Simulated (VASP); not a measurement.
# W (Pm-3n) in VASP: a series of runs

The runs below take W through single point, with r2SCAN.

Everything below comes from runs of VASP 6.6.1. Logs are shortened: lines on timing, memory, paths and dates and some standing lists are left out, and cuts for length are marked.

### Step 1. The cell of the first run

It takes space group Pm-3n (No. 223, cubic). The conventional cell has a = 4.897 Å, b = 4.897 Å, c = 4.897 Å, α = 90.00°, β = 90.00°, γ = 90.00°. Within 3.6 Å of W (site symmetry m-3) lie 12 W at 2.74 Å. W (site symmetry -4m2) has 14 W at 2.45 to 3.00 Å within 3.2 Å.

### Step 2. Single point, r2SCAN (14.68 Å³/atom)

POSCAR

```
W
1.0
    4.8966513461      0.0000000000      0.0000000000
    0.0000000000      4.8966513461      0.0000000000
    0.0000000000      0.0000000000      4.8966513461
W
8
Direct
    0.0000000000      0.0000000000      0.0000000000
    0.5000000000      0.5000000000      0.5000000000
    0.0000000000      0.5000000000      0.2500000000
    0.0000000000      0.5000000000      0.7500000000
    0.2500000000      0.0000000000      0.5000000000
    0.7500000000      0.0000000000      0.5000000000
    0.5000000000      0.7500000000      0.0000000000
    0.5000000000      0.2500000000      0.0000000000
```

INCAR.step1

```
PREC = Accurate ; ENCUT = 520
ISMEAR = 0 ; SIGMA = 0.1
LREAL = F ; LASPH = T
NELM = 80 ; NBANDS = 66
GGA = PE ; ALGO = Normal
EDIFF = 1E-4 ; LWAVE = T
LCHARG = F
```

INCAR.step2

```
PREC = Accurate ; ENCUT = 520
EDIFF = 1E-7 ; ISMEAR = 0
SIGMA = 0.1 ; LREAL = F
LASPH = T ; NELM = 80
ALGO = Normal ; ISIF = 2
LWAVE = F ; LCHARG = T
METAGGA = R2SCAN ; LMIXTAU = T
LELF = T ; LVHAR = T
NBANDS = 66 ; ISTART = 1
```

KPOINTS

```
Automatic mesh
0
Gamma
  8 8 8
```

Potentials or basis: VASP PAW PBE potentials, release 64 (W_sv).

On the command line:

```bash
> cat potpaw_PBE.64/W_sv/POTCAR > POTCAR
> cp INCAR.step1 INCAR
> mpirun -np 1 vasp_std > vasp.out
> cp INCAR.step2 INCAR
> mpirun -np 1 vasp_std > vasp.out
```

OUTCAR:

```text
PREC = Accurate
   ENCUT = 520
   EDIFF = 1E-7
   ISMEAR = 0
   LREAL = F
   LASPH = T
   NELM = 80
   ISIF = 2
   METAGGA = R2SCAN
   ISTART = 1

 ion  position               nearest neighbor table
   1  0.000  0.000  0.000-   3 2.74   4 2.74   5 2.74   6 2.74   7 2.74   8 2.74   5 2.74   6 2.74
                             3 2.74   4 2.74   7 2.74   8 2.74
   2  0.500  0.500  0.500-   3 2.74   4 2.74   5 2.74   6 2.74   7 2.74   8 2.74   7 2.74   8 2.74
                             5 2.74   6 2.74   3 2.74   4 2.74
   3  0.000  0.500  0.250-   4 2.45   4 2.45   1 2.74   2 2.74   1 2.74   2 2.74   8 3.00   5 3.00
                             6 3.00   5 3.00   6 3.00   7 3.00   7 3.00   8 3.00
   4  0.000  0.500  0.750-   3 2.45   3 2.45   1 2.74   2 2.74   1 2.74   2 2.74   8 3.00   5 3.00
                             6 3.00   5 3.00   6 3.00   7 3.00   7 3.00   8 3.00
   5  0.250  0.000  0.500-   6 2.45   6 2.45   1 2.74   1 2.74   2 2.74   2 2.74   8 3.00   4 3.00
                             7 3.00   8 3.00   3 3.00   3 3.00   4 3.00   7 3.00
   6  0.750  0.000  0.500-   5 2.45   5 2.45   1 2.74   1 2.74   2 2.74   2 2.74   8 3.00   4 3.00
                             7 3.00   8 3.00   3 3.00   3 3.00   4 3.00   7 3.00
   7  0.500  0.750  0.000-   8 2.45   8 2.45   1 2.74   2 2.74   2 2.74   1 2.74   3 3.00   4 3.00
                             5 3.00   6 3.00   5 3.00   6 3.00   3 3.00   4 3.00
   8  0.500  0.250  0.000-   7 2.45   7 2.45   1 2.74   2 2.74   2 2.74   1 2.74   3 3.00   4 3.00
                             5 3.00   6 3.00   5 3.00   6 3.00   3 3.00   4 3.00

  LATTYP: Found a simple cubic cell.
 ALAT       =     4.8966513461

  Lattice vectors:

 A1 = (   4.8966513461,   0.0000000000,   0.0000000000)
 A2 = (   0.0000000000,   4.8966513461,   0.0000000000)
 A3 = (   0.0000000000,   0.0000000000,   4.8966513461)

Analysis of symmetry for initial positions (statically):
=====================================================================
 Subroutine PRICEL returns:
 Original cell was already a primitive cell.

 Routine SETGRP: Setting up the symmetry group for a
 simple cubic supercell.

 Subroutine GETGRP returns: Found 48 space group operations
 (whereof 24 operations were pure point group operations)
 out of a pool of 48 trial point group operations.

The static configuration has the point symmetry T_h .
 The point group associated with its full space group is O_h .

Analysis of symmetry for dynamics (positions and initial velocities):
=====================================================================
 Subroutine PRICEL returns:
 Original cell was already a primitive cell.

 Routine SETGRP: Setting up the symmetry group for a
 simple cubic supercell.

 Subroutine GETGRP returns: Found 48 space group operations
 (whereof 24 operations were pure point group operations)
 out of a pool of 48 trial point group operations.

The dynamic configuration has the point symmetry T_h .
 The point group associated with its full space group is O_h .

 Subroutine INISYM returns: Found 48 space group operations
 (whereof 24 operations are pure point group operations),
 and found     1 'primitive' translations

----------------------------------------------------------------------------------------

                                     Primitive cell

  volume of cell :     117.4080

  direct lattice vectors                    reciprocal lattice vectors
     4.896651346  0.000000000  0.000000000     0.204221197  0.000000000  0.000000000
     0.000000000  4.896651346  0.000000000     0.000000000  0.204221197  0.000000000
     0.000000000  0.000000000  4.896651346     0.000000000  0.000000000  0.204221197

  length of vectors
     4.896651346  4.896651346  4.896651346     0.204221197  0.204221197  0.204221197

  position of ions in fractional coordinates (direct lattice)
     0.000000000  0.000000000  0.000000000
     0.500000000  0.500000000  0.500000000
     0.000000000  0.500000000  0.250000000
     0.000000000  0.500000000  0.750000000
     0.250000000  0.000000000  0.500000000
     0.750000000  0.000000000  0.500000000
     0.500000000  0.750000000  0.000000000
     0.500000000  0.250000000  0.000000000

  ion indices of the primitive-cell ions
   primitive index   ion index
                 1           1
                 2           2
                 3           3
                 4           4
                 5           5
                 6           6
                 7           7
                 8           8

----------------------------------------------------------------------------------------

 KPOINTS: Automatic mesh

Automatic generation of k-mesh.
 Grid dimensions read from file:
 generate k-points for:    8    8    8

 Generating k-lattice:

  Cartesian coordinates                     Fractional coordinates (reciprocal lattice)
     0.025527650  0.000000000  0.000000000     0.125000000  0.000000000  0.000000000
     0.000000000  0.025527650  0.000000000     0.000000000  0.125000000  0.000000000
     0.000000000  0.000000000  0.025527650     0.000000000  0.000000000  0.125000000

  Length of vectors
     0.025527650  0.025527650  0.025527650

  Shift w.r.t. Gamma in fractional coordinates (k-lattice)
     0.000000000  0.000000000  0.000000000

 Subroutine IBZKPT returns following result:
 ===========================================

 Found     35 irreducible k-points:

 Following reciprocal coordinates:
            Coordinates               Weight
  0.000000  0.000000  0.000000      1.000000
  0.125000  0.000000  0.000000      6.000000
  0.250000  0.000000  0.000000      6.000000
  0.375000  0.000000  0.000000      6.000000
  0.500000  0.000000  0.000000      3.000000
  0.125000  0.125000  0.000000     12.000000
[... 16 lines left out ...]
  0.375000  0.375000  0.125000     24.000000
  0.500000  0.375000  0.125000     24.000000
 [... further k-points ...]
   k-points           NKPTS =     35   k-points in BZ     NKDIM =     35   number of bands    NBANDS=     66
   number of dos      NEDOS =    301   number of ions     NIONS =      8
   total plane-waves  NPLWV =  46656
   dimension x,y,z NGX =    36 NGY =   36 NGZ =   36
   dimension x,y,z NGXF=    72 NGYF=   72 NGZF=   72
   ions per type =               8
   NGX,Y,Z   is equivalent  to a cutoff of  12.22, 12.22, 12.22 a.u.
   NGXF,Y,Z  is equivalent  to a cutoff of  24.44, 24.44, 24.44 a.u.
 SYSTEM =  unknown system
   PREC   = accura    normal or accurate (medium, high low for compatibility)
   ISTART =      1    job   : 0-new  1-cont  2-samecut
   ICHARG =      0    charge: 1-file 2-atom 10-const
   ISPIN  =      1    spin polarized calculation?
   LNONCOLLINEAR =      F non collinear calculations
   LSORBIT =      F    spin-orbit coupling
   LASPH  =      T    aspherical Exc in radial PAW
   ENCUT  =  520.0 eV  38.22 Ry    6.18 a.u.   9.10  9.10  9.10*2*pi/ulx,y,z
   NELM   =     80;   NELMIN=  2; NELMDL=  0     # of ELM steps
   EDIFF  = 0.1E-06   stopping-criterion for ELM
   LREAL  =      F    real-space projection
   EDIFFG = 0.1E-05   stopping-criterion for IOM
   NSW    =      0    number of steps for IOM
   IBRION =     -1    ionic relax: 0-MD 1-quasi-New 2-CG
   NFREE  =      0    steps in history (QN), initial steepest desc. (CG)
   ISIF   =      2    stress and relaxation
   ISYM   =      2    0-nonsym 1-usesym 2-fastsym
   POTIM  = 0.5000    time-step for ionic-motion
   TEBEG  =    0.0;   TEEND  =   0.0 temperature during run
   PSTRESS=    0.0 pullay stress
   NELECT =     112.0000    total number of electrons
   NUPDOWN=      -1.0000    fix difference up-down
   EMIN   =  10.00;   EMAX   =-10.00  energy-range for DOS
   EFERMI =   0.00;   METHOD = LEGACY
   ISMEAR =     0;   SIGMA  =   0.10  broadening in eV -4-tet -1-fermi 0-gaus
   EFERMI_NEDOS =   21; number of points for ismear=-14 and -15
   IALGO  =     38    algorithm
   IMIX   =      4    mixing-type and parameters
     AMIX     =   0.40;   BMIX     =  1.00
     AMIX_MAG =   1.60;   BMIX_MAG =  1.00
  volume/ion in A,a.u.               =      14.68        99.04
  Fermi-wavevector in a.u.,A,eV,Ry     =   1.611567  3.045420 35.336339  2.597148
  Thomas-Fermi vector in A             =   2.706936
   LORBIT       =      0    0 simple, 1 ext, 2 COOP (PROOUT), +10 PAW based schemes
   METAGGA = R2SCAN    functional components
   LHFCALC =     F    Hartree Fock is set to
   AEXX    =    0.0000 exact exchange contribution
   IVDW    =     0    specifies the selected vdW correction
   LEPSILON=     F    determine dielectric tensor
   LRPA    =     F    only Hartree local field effects (RPA)
 non-spin polarized calculation
 Gauss-broadening in eV      SIGMA  =   0.10
  energy-cutoff  :      520.00
  volume of cell :      117.41
 maximum number of plane-waves:      3184
   NGX = 19   NGY = 19   NGZ = 19

 number of electron     112.0000027 magnetization

 Free energy of the ion-electron system (eV)
  ---------------------------------------------------
  ext. energy  EPLUGINS =         0.00000000
  ---------------------------------------------------
  free energy    TOTEN  =      -408.61952235 eV

  energy without entropy =     -408.60962917  energy(sigma->0) =     -408.61457576

 E-fermi :  12.2074     XC(G=0): -15.4484

 val. band max:       12.1524437458   @ k =   0.3750   0.3750   0.1250
 cond. band min:      12.2314333082   @ k =   0.1250   0.1250   0.0000
 fundamental gap:      0.0789895624
 Fermi energy:        12.2074219123

 k-point     1 :       0.0000    0.0000    0.0000
  band No.  band energies     occupation
      1     -63.6519      2.00000
      2     -63.5620      2.00000
      3     -63.5620      2.00000
      4     -63.3354      2.00000
      5     -63.3354      2.00000
      6     -63.3354      2.00000
[... 58 lines left out ...]
     65      14.2912      0.00000
     66      15.8554      0.00000

 k-point     2 :       0.1250    0.0000    0.0000
  band No.  band energies     occupation
      1     -63.6461      2.00000
      2     -63.5639      2.00000
      3     -63.5557      2.00000
      4     -63.3456      2.00000
      5     -63.3354      2.00000
      6     -63.3354      2.00000
[... 1576 lines left out ...]
     65      15.1763      0.00000
     66      15.5039      0.00000

 [... further k-points ...]

------------------------ aborting loop because EDIFF is reached ----------------------------------------

  FORCE on cell =-STRESS in cart. coord.  units (eV):
  Direction    XX          YY          ZZ          XY          YZ          ZX
  --------------------------------------------------------------------------------------
  -------------------------------------------------------------------------------------
  Total       27.9712968     27.9712968     27.9712968     -0.0000000      0.0000000      0.0000000
  in kB      381.7030567    381.7030567    381.7030567     -0.0000000      0.0000000      0.0000000
  external PRESSURE =     381.7030567 kB  Pullay stress =       0.0000000 kB

 VOLUME and BASIS-vectors are now :
 -----------------------------------------------------------------------------
  energy-cutoff  :      520.00
  volume of cell :      117.41
      direct lattice vectors                 reciprocal lattice vectors
     4.896651346  0.000000000  0.000000000     0.204221197  0.000000000  0.000000000
     0.000000000  4.896651346  0.000000000     0.000000000  0.204221197  0.000000000
     0.000000000  0.000000000  4.896651346     0.000000000  0.000000000  0.204221197

 POSITION                                       TOTAL-FORCE (eV/Angst)
 -----------------------------------------------------------------------------------
      0.00000      0.00000      0.00000         0.000000     -0.000000      0.000000
      2.44833      2.44833      2.44833         0.000000     -0.000000      0.000000
      0.00000      2.44833      1.22416         0.000000     -0.000000      0.000000
      0.00000      2.44833      3.67249         0.000000      0.000000     -0.000000
      1.22416      0.00000      2.44833         0.000000      0.000000      0.000000
      3.67249      0.00000      2.44833        -0.000000     -0.000000     -0.000000
      2.44833      3.67249      0.00000        -0.000000     -0.000000     -0.000000
      2.44833      1.22416      0.00000         0.000000      0.000000      0.000000
 -----------------------------------------------------------------------------------
    total drift:                                0.000000      0.000000     -0.000000

  FREE ENERGIE OF THE ION-ELECTRON SYSTEM (eV)
  ---------------------------------------------------
  free  energy   TOTEN  =      -408.6195223482 eV

  energy  without entropy=     -408.6096291653  energy(sigma->0) =     -408.61457576
```

It took 6.1 min on 1 thread of Intel Xeon 6975P-C (Granite Rapids), shared host; peak memory 0.33 GiB.

Results:

```
Free energy            : -408.6195 eV
Pressure               : 38.2 GPa
Band gap on the k mesh : zero (bands 56 and 57 overlap by 1.15 eV)
```

Caveat: the cell stands under pressure; the PAW data sets were made with another functional, which shifts forces and pressure a little; spin-orbit coupling is left out, which moves the levels of the heavy elements.

### Step 3. Single point, r2SCAN (17.10 Å³/atom)

This run uses another cell than the first one, of 17.10 Å³/atom.

POSCAR, as its differences from that of step 2:

```diff
@@ -2,5 +2,5 @@
 1.0
-    4.8966513461      0.0000000000      0.0000000000
-    0.0000000000      4.8966513461      0.0000000000
-    0.0000000000      0.0000000000      4.8966513461
+    5.1521362540      0.0000000000      0.0000000000
+    0.0000000000      5.1521362540      0.0000000000
+    0.0000000000      0.0000000000      5.1521362540
 W
```

INCAR.step1

```
SYSTEM = W
  ALGO = Normal
  EDIFF = 1E-4
  ENCUT = 520
  GGA = PE
  ISMEAR = 0
  LASPH = .TRUE.
  LCHARG = .FALSE.
  LREAL = .FALSE.
  LWAVE = .TRUE.
  NBANDS = 66
  NELM = 80
  PREC = Accurate
  SIGMA = 0.1
```

INCAR.step2

```
SYSTEM = W
  ALGO = Normal
  EDIFF = 1E-7
  ENCUT = 520
  ISIF = 2
  ISMEAR = 0
  ISTART = 1
  LASPH = .TRUE.
  LCHARG = .TRUE.
  LELF = .TRUE.
  LMIXTAU = .TRUE.
  LREAL = .FALSE.
  LVHAR = .TRUE.
  LWAVE = .FALSE.
  METAGGA = R2SCAN
  NBANDS = 66
  NELM = 80
  PREC = Accurate
  SIGMA = 0.1
```

KPOINTS

```
k-points
0
G
  8 8 8
  0 0 0
```

Potentials or basis: VASP PAW PBE potentials, release 64 (W_sv).

On the command line:

```bash
> cat potpaw_PBE.64/W_sv/POTCAR > POTCAR
> cp INCAR.step1 INCAR
> mpirun -np 1 vasp_std > vasp.out
> cp INCAR.step2 INCAR
> mpirun -np 1 vasp_std > vasp.out
```

OUTCAR:

```text
SYSTEM = W
   EDIFF = 1E-7
   ENCUT = 520
   ISIF = 2
   ISMEAR = 0
   ISTART = 1
   LASPH = .TRUE.
   LREAL = .FALSE.
   METAGGA = R2SCAN
   NELM = 80
   PREC = Accurate

 ion  position               nearest neighbor table
   1  0.000  0.000  0.000-   3 2.88   4 2.88   5 2.88   6 2.88   7 2.88   8 2.88   5 2.88   6 2.88
                             3 2.88   4 2.88   7 2.88   8 2.88
   2  0.500  0.500  0.500-   3 2.88   4 2.88   5 2.88   6 2.88   7 2.88   8 2.88   7 2.88   8 2.88
[... 1883 lines left out ...]
  Total      -13.0400250    -13.0400250    -13.0400250     -0.0000000     -0.0000000      0.0000000
  in kB     -152.7660982   -152.7660982   -152.7660982     -0.0000000     -0.0000000      0.0000000
  external PRESSURE =    -152.7660982 kB  Pullay stress =       0.0000000 kB

 VOLUME and BASIS-vectors are now :
 -----------------------------------------------------------------------------
  energy-cutoff  :      520.00
  volume of cell :      136.76
      direct lattice vectors                 reciprocal lattice vectors
     5.152136254  0.000000000  0.000000000     0.194094246  0.000000000  0.000000000
     0.000000000  5.152136254  0.000000000     0.000000000  0.194094246  0.000000000
     0.000000000  0.000000000  5.152136254     0.000000000  0.000000000  0.194094246

 POSITION                                       TOTAL-FORCE (eV/Angst)
 -----------------------------------------------------------------------------------
      0.00000      0.00000      0.00000         0.000000     -0.000000      0.000000
      2.57607      2.57607      2.57607         0.000000     -0.000000      0.000000
      0.00000      2.57607      1.28803        -0.000000     -0.000000      0.000000
      0.00000      2.57607      3.86410         0.000000     -0.000000     -0.000000
      1.28803      0.00000      2.57607        -0.000000      0.000000      0.000000
      3.86410      0.00000      2.57607         0.000000     -0.000000     -0.000000
      2.57607      3.86410      0.00000         0.000000      0.000000      0.000000
      2.57607      1.28803      0.00000        -0.000000     -0.000000     -0.000000
 -----------------------------------------------------------------------------------
    total drift:                                0.000000     -0.000000      0.000000

  FREE ENERGIE OF THE ION-ELECTRON SYSTEM (eV)
  ---------------------------------------------------
  free  energy   TOTEN  =      -409.5935930197 eV

  energy  without entropy=     -409.5833581902  energy(sigma->0) =     -409.58847560
```

It took 24 min on 1 thread of Intel Xeon 8259CL, shared host; peak memory 0.39 GiB.

What came out:

| Quantity | Value |
| --- | --- |
| Free energy | -409.5936 eV |
| Pressure | -15.3 GPa |
| Band gap on the k mesh | zero (bands 56 and 57 overlap by 0.64 eV) |

Levels at points of the mesh, in eV from the Fermi level:
| k point | band 53 | band 54 | band 55 | band 56 | band 57 | band 58 | band 59 | band 60 |
| --- | --- | --- | --- | --- | --- | --- | --- | --- |
| (0.00, 0.00, 0.00) | -1.46 | -1.46 | -0.37 | -0.37 | -0.37 | 1.64 | 1.64 | 1.64 |
| (0.50, 0.00, 0.00) | -1.17 | -1.17 | -0.86 | -0.86 | 0.66 | 0.66 | 0.70 | 0.70 |
| (0.50, 0.50, 0.00) | -1.11 | -0.74 | -0.74 | 0.23 | 0.23 | 0.23 | 0.48 | 0.80 |
| (0.50, 0.50, 0.50) | -1.52 | -1.52 | -1.52 | -1.52 | 1.37 | 1.37 | 1.37 | 1.37 |

Caveat: the cell stands under tension; the PAW data sets were made with another functional, which shifts forces and pressure a little; spin-orbit coupling is left out, which moves the levels of the heavy elements.
